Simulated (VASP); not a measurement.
# CdSe: single point with r2SCAN

Crystal: CdSe.

```
Cd Se
1.0
     0.00000    3.07027    3.07027
     3.07027    0.00000    3.07027
     3.07027    3.07027    0.00000
Cd Se
1 1
Direct
  0.00000 0.00000 0.00000
  0.75000 0.75000 0.75000
```

```json
{"Program": "VASP 6.6.1", "Task": "single point", "Functional": "r2SCAN", "Potentials or basis": "VASP PAW PBE potentials, release 64 (Cd, Se)", "Cutoff": "520 eV", "k mesh": "5 × 5 × 5", "Occupations": "gaussian, width 0.01 eV", "Spin": "no spin polarisation"}
```

* Pressure: 0.1 GPa
* Band gap on the k mesh: 1.02 eV, direct

Levels at points of the mesh, in eV from the valence-band top:
| k point | band 5 | band 6 | band 7 | band 8 | band 9 | band 10 | band 11 | band 12 | band 13 | band 14 |
| --- | --- | --- | --- | --- | --- | --- | --- | --- | --- | --- |
| (0.00, 0.00, 0.00) | -7.71 | -7.71 | 0.00 | 0.00 | 0.00 | 1.02 | 6.47 | 6.47 | 6.47 | 10.19 |

It took 23 s on 1 thread of Intel(R) Xeon(R) 6975P-C (Granite Rapids), with other jobs on the host, peak memory 0.18 GiB.

Caveat: the PAW data sets were made with another functional, which shifts forces and pressure a little. r2SCAN opens gaps a little over a GGA but as a rule still falls short of measured ones.
